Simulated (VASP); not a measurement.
# Pt in VASP: single point with PBE

Aim: the single point of Pt with PBE.

Program: VASP 6.6.1. These are calculated values, not measurements. Logs are shortened: lines on timing, memory, paths and dates and some standing lists are left out, and cuts for length are marked.

**1. The cell of the first run**

The cell holds a slab with vacuum, 3 atoms: a = 2.807 Å, b = 2.807 Å, c = 18.584 Å, α = 90.00°, β = 90.00°, γ = 120.00°.

**2. Single point, PBE**

INCAR reads:

```
SYSTEM = Pt
PREC = Accurate
ENCUT = 520
EDIFF = 1E-6
ISMEAR = 0
SIGMA = 0.1
LREAL = .FALSE.
LASPH = .TRUE.
NELM = 100
ALGO = Normal
ISIF = 2
LWAVE = .FALSE.
LCHARG = .FALSE.
LDIPOL = .TRUE.
IDIPOL = 3
DIPOL = 0.5 0.5 0.501
GGA = PE
NBANDS = 22
```

KPOINTS reads:

```
regular mesh
0
G
  12 12 1
  0 0 0
```

POSCAR reads:

```
Pt
1.0
    2.8071640675      0.0000000000      0.0000000000
   -1.4035820338      2.4310753951      0.0000000000
    0.0000000000      0.0000000000     18.5840797265
Pt
3
Direct
    0.6666666667      0.3333333333      0.3766664857
    0.3333333333      0.6666666667      0.5009504640
    0.0000000000      0.0000000000      0.6252268320
```

Potentials or basis: VASP PAW PBE potentials, release 64 (Pt).

Run with:

```
$ cat potpaw_PBE.64/Pt/POTCAR > POTCAR
$ mpirun -np 1 vasp_std > vasp.out
```

OUTCAR:

```text
SYSTEM = Pt
   PREC = Accurate
   ENCUT = 520
   EDIFF = 1E-6
   ISMEAR = 0
   LREAL = .FALSE.
   LASPH = .TRUE.
   NELM = 100
   ISIF = 2
   GGA = PE

 ion  position               nearest neighbor table
   1  0.667  0.333  0.377-   2 2.82   2 2.82   2 2.82
   2  0.333  0.667  0.501-   3 2.82   3 2.82   3 2.82   1 2.82   1 2.82   1 2.82
   3  0.000  0.000  0.625-   2 2.82   2 2.82   2 2.82

  LATTYP: Found a hexagonal cell.
 ALAT       =     2.8071640675
 C/A-ratio  =     6.6202328327

  Lattice vectors:

 A1 = (   2.8071640675,   0.0000000000,   0.0000000000)
 A2 = (  -1.4035820338,   2.4310753951,   0.0000000000)
 A3 = (   0.0000000000,   0.0000000000,  18.5840797265)

Analysis of symmetry for initial positions (statically):
=====================================================================
 Subroutine PRICEL returns:
 Original cell was already a primitive cell.

 Routine SETGRP: Setting up the symmetry group for a
 hexagonal supercell.

 Subroutine GETGRP returns: Found 12 space group operations
 (whereof  6 operations were pure point group operations)
 out of a pool of 24 trial point group operations.

The static configuration has the point symmetry C_3v.
 The point group associated with its full space group is D_3d.

Analysis of symmetry for dynamics (positions and initial velocities):
=====================================================================
 Subroutine PRICEL returns:
 Original cell was already a primitive cell.

 Routine SETGRP: Setting up the symmetry group for a
 hexagonal supercell.

 Subroutine GETGRP returns: Found 12 space group operations
 (whereof  6 operations were pure point group operations)
 out of a pool of 24 trial point group operations.

The dynamic configuration has the point symmetry C_3v.
 The point group associated with its full space group is D_3d.

 Subroutine INISYM returns: Found 12 space group operations
 (whereof  6 operations are pure point group operations),
 and found     1 'primitive' translations

----------------------------------------------------------------------------------------

                                     Primitive cell

  volume of cell :     126.8257

  direct lattice vectors                    reciprocal lattice vectors
     2.807164068  0.000000000  0.000000000     0.356231405  0.205670298  0.000000000
    -1.403582034  2.431075395  0.000000000     0.000000000  0.411340595  0.000000000
     0.000000000  0.000000000 18.584079727     0.000000000  0.000000000  0.053809498

  length of vectors
     2.807164068  2.807164068 18.584079727     0.411340595  0.411340595  0.053809498

  position of ions in fractional coordinates (direct lattice)
     0.666666667  0.333333333  0.376666486
     0.333333333  0.666666667  0.500950464
     0.000000000  0.000000000  0.625226832

  ion indices of the primitive-cell ions
   primitive index   ion index
                 1           1
                 2           2
                 3           3

----------------------------------------------------------------------------------------

 KPOINTS: regular mesh

Automatic generation of k-mesh.
 Grid dimensions read from file:
 generate k-points for:   12   12    1

 Generating k-lattice:

  Cartesian coordinates                     Fractional coordinates (reciprocal lattice)
     0.029685950  0.017139191  0.000000000     0.083333333  0.000000000  0.000000000
     0.000000000  0.034278383  0.000000000     0.000000000  0.083333333  0.000000000
     0.000000000  0.000000000  0.053809498     0.000000000  0.000000000  1.000000000

  Length of vectors
     0.034278383  0.034278383  0.053809498

  Shift w.r.t. Gamma in fractional coordinates (k-lattice)
     0.000000000  0.000000000  0.000000000

 Subroutine IBZKPT returns following result:
 ===========================================

 Found     19 irreducible k-points:

 Following reciprocal coordinates:
            Coordinates               Weight
  0.000000  0.000000  0.000000      1.000000
  0.083333  0.000000  0.000000      6.000000
  0.166667  0.000000  0.000000      6.000000
  0.250000  0.000000  0.000000      6.000000
  0.333333 -0.000000  0.000000      6.000000
  0.416667  0.000000  0.000000      6.000000
[... 11 lines left out ...]
  0.333333  0.250000  0.000000     12.000000
  0.333333  0.333333  0.000000      2.000000
   k-points           NKPTS =     19   k-points in BZ     NKDIM =     19   number of bands    NBANDS=     22
   number of dos      NEDOS =    301   number of ions     NIONS =      3
   total plane-waves  NPLWV =  80640
   dimension x,y,z NGX =    24 NGY =   24 NGZ =  140
   dimension x,y,z NGXF=    48 NGYF=   48 NGZF=  280
   ions per type =               3
   NGX,Y,Z   is equivalent  to a cutoff of  14.21, 14.21, 12.52 a.u.
   NGXF,Y,Z  is equivalent  to a cutoff of  28.43, 28.43, 25.05 a.u.
 SYSTEM =  Pt
   PREC   = accura    normal or accurate (medium, high low for compatibility)
   ISTART =      0    job   : 0-new  1-cont  2-samecut
   ICHARG =      2    charge: 1-file 2-atom 10-const
   ISPIN  =      1    spin polarized calculation?
   LNONCOLLINEAR =      F non collinear calculations
   LSORBIT =      F    spin-orbit coupling
   LASPH  =      T    aspherical Exc in radial PAW
   ENCUT  =  520.0 eV  38.22 Ry    6.18 a.u.   5.22  5.22 34.55*2*pi/ulx,y,z
   NELM   =    100;   NELMIN=  2; NELMDL= -5     # of ELM steps
   EDIFF  = 0.1E-05   stopping-criterion for ELM
   LREAL  =      F    real-space projection
   EDIFFG = 0.1E-04   stopping-criterion for IOM
   NSW    =      0    number of steps for IOM
   IBRION =     -1    ionic relax: 0-MD 1-quasi-New 2-CG
   NFREE  =      0    steps in history (QN), initial steepest desc. (CG)
   ISIF   =      2    stress and relaxation
   ISYM   =      2    0-nonsym 1-usesym 2-fastsym
   POTIM  = 0.5000    time-step for ionic-motion
   TEBEG  =    0.0;   TEEND  =   0.0 temperature during run
   PSTRESS=    0.0 pullay stress
   NELECT =      30.0000    total number of electrons
   NUPDOWN=      -1.0000    fix difference up-down
   EMIN   =  10.00;   EMAX   =-10.00  energy-range for DOS
   EFERMI =   0.00;   METHOD = LEGACY
   ISMEAR =     0;   SIGMA  =   0.10  broadening in eV -4-tet -1-fermi 0-gaus
   EFERMI_NEDOS =   21; number of points for ismear=-14 and -15
   IALGO  =     38    algorithm
   IMIX   =      4    mixing-type and parameters
     AMIX     =   0.40;   BMIX     =  1.00
     AMIX_MAG =   1.60;   BMIX_MAG =  1.00
  volume/ion in A,a.u.               =      42.28       285.29
  Fermi-wavevector in a.u.,A,eV,Ry     =   1.012464  1.913279 13.947099  1.025083
  Thomas-Fermi vector in A             =   2.145575
   LORBIT       =      0    0 simple, 1 ext, 2 COOP (PROOUT), +10 PAW based schemes
   GGA     = PE    functional components
   LHFCALC =     F    Hartree Fock is set to
   AEXX    =    0.0000 exact exchange contribution
   IVDW    =     0    specifies the selected vdW correction
   LEPSILON=     F    determine dielectric tensor
   LRPA    =     F    only Hartree local field effects (RPA)
 non-spin polarized calculation
 Gauss-broadening in eV      SIGMA  =   0.10
  energy-cutoff  :      520.00
  volume of cell :      126.83
 maximum number of plane-waves:      3445
 NGX is ok and might be reduce to    24
   NGX = 11   NGY = 11   NGZ = 69

 dipolmoment           0.000000      0.000000      0.000118 electrons x Angstroem

 number of electron      29.9999998 magnetization

 dipolmoment           0.000000      0.000000     -0.000480 electrons x Angstroem

 Free energy of the ion-electron system (eV)
  ---------------------------------------------------
  ext. energy  EPLUGINS =         0.00000000
  ---------------------------------------------------
  free energy    TOTEN  =       -16.99994228 eV

  energy without entropy =      -16.95874393  energy(sigma->0) =      -16.97934310

 E-fermi :   0.1873     XC(G=0):  -5.8736

 val. band max:        0.1852110042   @ k =   0.4167   0.0000   0.0000
 cond. band min:       0.1890285652   @ k =   0.0000   0.0000   0.0000
 fundamental gap:      0.0038175610
 Fermi energy:         0.1873193978

 k-point     1 :       0.0000    0.0000    0.0000
  band No.  band energies     occupation
      1      -8.6064      2.00000
      2      -6.8840      2.00000
      3      -6.4005      2.00000
      4      -3.2405      2.00000
      5      -3.1238      2.00000
      6      -3.1238      2.00000
[... 14 lines left out ...]
     21       6.2076      0.00000
     22       7.0470      0.00000

 k-point     2 :       0.0833    0.0000    0.0000
  band No.  band energies     occupation
      1      -8.3709      2.00000
      2      -6.6462      2.00000
      3      -6.1753      2.00000
      4      -3.3311      2.00000
      5      -3.2472      2.00000
      6      -3.0836      2.00000
[... 14 lines left out ...]
     21       6.4038      0.00000
     22       7.1822      0.00000

 k-point     3 :       0.1667    0.0000    0.0000
  band No.  band energies     occupation
      1      -7.7161      2.00000
      2      -6.0259      2.00000
      3      -5.5929      2.00000
      4      -3.7594      2.00000
      5      -3.5503      2.00000
      6      -3.2166      2.00000
[... 14 lines left out ...]
     21       6.9892      0.00000
     22       7.5912      0.00000
[... 351 lines left out ...]
 k-point    18 :       0.3333    0.2500    0.0000
  band No.  band energies     occupation
      1      -4.9011      2.00000
      2      -4.8264      2.00000
      3      -4.4710      2.00000
      4      -4.1409      2.00000
      5      -3.7108      2.00000
      6      -3.4443      2.00000
[... 14 lines left out ...]
     21       8.0744      0.00000
     22       9.1058      0.00000

 k-point    19 :       0.3333    0.3333    0.0000
  band No.  band energies     occupation
      1      -4.6323      2.00000
      2      -4.5265      2.00000
      3      -4.5228      2.00000
      4      -3.9711      2.00000
      5      -3.9702      2.00000
      6      -3.0553      2.00000
[... 14 lines left out ...]
     21       7.4308      0.00000
     22       9.4955      0.00000

------------------------ aborting loop because EDIFF is reached ----------------------------------------

 vacuum level on the upper side and lower side of the slab       (xc-potential included)        -0.170        -0.158

  FORCE on cell =-STRESS in cart. coord.  units (eV):
  Direction    XX          YY          ZZ          XY          YZ          ZX
  --------------------------------------------------------------------------------------
  -------------------------------------------------------------------------------------
  Total       -4.7853439     -4.7853439     -0.1077774      0.0000000      0.0000000     -0.0000000
  in kB      -60.4528050    -60.4528050     -1.3615422      0.0000000      0.0000000     -0.0000000
  external PRESSURE =     -40.7557174 kB  Pullay stress =       0.0000000 kB

 VOLUME and BASIS-vectors are now :
 -----------------------------------------------------------------------------
  energy-cutoff  :      520.00
  volume of cell :      126.83
      direct lattice vectors                 reciprocal lattice vectors
     2.807164068  0.000000000  0.000000000     0.356231405  0.205670298  0.000000000
    -1.403582034  2.431075395  0.000000000     0.000000000  0.411340595  0.000000000
     0.000000000  0.000000000 18.584079727     0.000000000  0.000000000  0.053809498

 POSITION                                       TOTAL-FORCE (eV/Angst)
 -----------------------------------------------------------------------------------
      1.40358      0.81036      7.00000        -0.000000     -0.000000      0.014955
     -0.00000      1.62072      9.30970         0.000000      0.000000      0.000000
      0.00000      0.00000     11.61927         0.000000     -0.000000     -0.014955
 -----------------------------------------------------------------------------------
    total drift:                               -0.000000     -0.000000     -0.070358

  FREE ENERGIE OF THE ION-ELECTRON SYSTEM (eV)
  ---------------------------------------------------
  free  energy   TOTEN  =       -16.9999422779 eV

  energy  without entropy=      -16.9587439303  energy(sigma->0) =      -16.97934310

 vacuum level on the upper side and lower side of the slab         5.865         5.879
```

Run time: 39 s. Hardware: 1 thread of Intel Xeon 6975P-C (Granite Rapids), shared host; peak memory 0.26 GiB.

Results:

| Item | Value |
| --- | --- |
| Free energy | -16.9999 eV |
| Largest force | 0.015 eV/Å |
| Band gap on the k mesh | zero (band 15 reaches 0.78 eV, above the bottom of band 16 at -0.49 eV) |

Forces on the atoms (eV/Å):
```
Pt   0.000  0.000  0.015
Pt   0.000  0.000  0.000
Pt   0.000  0.000 -0.015
```

Caveat: spin-orbit coupling is left out, which moves the levels of the heavy elements.
